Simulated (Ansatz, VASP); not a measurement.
# HgTe: VASP beside Ansatz

File INCAR:

```
SYSTEM = HgTe
  PREC = Accurate
  ENCUT = 520
  EDIFF = 1E-8
  ISMEAR = -1
  SIGMA = 0.03
  LREAL = .False.
  LASPH = .True.
  NELM = 60
  ALGO = Normal
  ISIF = 2
  LWAVE = .False.
  LCHARG = .False.
  GGA = CA
  LEFG = .True.
  NBANDS = 16
```

Contents of KPOINTS:

```
regular mesh
0
Gamma
  11 11 11
  0 0 0
```

POSCAR

```
HgTe
1.0
    0.0000000000      3.1590300000      3.2235000000
    3.1590300000      0.0000000000      3.2235000000
    3.1590300000      3.1590300000      0.0000000000
Hg Te
1 1
Direct
    0.0000000000      0.0000000000      0.0000000000
    0.7500000000      0.7500000000      0.7500000000
```

Input for Ansatz:

```yaml
crystal:
  lattice:
    - [0.0, 3.15903, 3.2235]
    - [3.15903, 0.0, 3.2235]
    - [3.15903, 3.15903, 0.0]
  atoms:
    - { symbol: Hg, position: [0.0, 0.0, 0.0] }
    - { symbol: Te, position: [0.75, 0.75, 0.75] }
kpoints:
  mp_grid: { grid: [11, 11, 11] }
scf:
  occupations: { method: fermi_dirac, width: 0.03 }
hamiltonian:
  xc: lda
  pseudopotentials: { kind: paw }
output:
  forces: true
  stress: true
  eigenvalues: true
  efg: { contact_densities: true }
```

Change from the starting cell: equal xx and yy strain of -2 %, PAW files.

Alike in both runs: task electric field gradients; functional LDA; k mesh 11 × 11 × 11; occupations fermi-dirac, width 0.03 eV; no spin polarisation.

```csv
,VASP,Ansatz
version,VASP 6.6.1,Ansatz 0.2.0
potentials or method,"VASP PAW LDA potentials, release 64 (Hg, Te)","PAW with Ansatz's default frozen-core files, scalar-relativistic"
plane-wave cutoff (eV),520,420
valence electrons in the cell,18,36
```

Ansatz gave:

| Property | Result |
| --- | --- |
| pressure (GPa) | 1.8 |
| traceless stress, the component that is largest in VASP (GPa) | -0.22 |
| size of Vzz on the site where it differs most (V/Å²) | 10.8 |

Task: Estimate VASP's values.

Result: Pressure (GPa): 2.1; traceless stress, the component that is largest in VASP (GPa): -0.21; size of Vzz on the site where it differs most (V/Å²): 13.4.

LDA's correlation is that of Perdew and Zunger in VASP and of Perdew and Wang (1992) in Ansatz. VASP's potentials hold 18 valence electrons a cell and Ansatz's 36, so a difference there can come from the potentials and not from the codes.

Neither program's run includes spin-orbit coupling.
